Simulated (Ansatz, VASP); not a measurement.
**One calculation of Rh, two programs**

```xyz
5
Lattice="2.6544 0.0000 0.0000 0.0000 2.6544 0.0000 0.0000 0.0000 23.5078" Properties=species:S:1:pos:R:3 pbc="T T T"
Rh    0.0000    0.0000    8.0737
Rh    1.3272    1.3272    9.8633
Rh    0.0000    0.0000   11.7539
Rh    1.3272    1.3272   13.6445
Rh    0.0000    0.0000   15.4341
```

Alike in both runs: task single point; functional LDA; k mesh 14 × 14 × 1; occupations fermi-dirac, width 0.05 eV; no spin polarisation.

```csv
,VASP,Ansatz
version,VASP 6.6.1,Ansatz 0.2.0
potentials or method,"VASP PAW LDA potentials, release 64 (Rh_pv), cutoff 520 eV","all-electron PAW with datasets made for the crystal, scalar-relativistic"
```

VASP gave:

* rms of the force components (eV/Å): 0.018

**Question.** What did Ansatz give for the same quantities?

**Answer.** rms of the force components (eV/Å): 0.003.

LDA's correlation is that of Perdew and Zunger in VASP and of Perdew and Wang (1992) in Ansatz. Atom by atom the forces differ by 0.019 eV/Å (rms over components). Ansatz ran all-electron here, and VASP with PAW potentials.
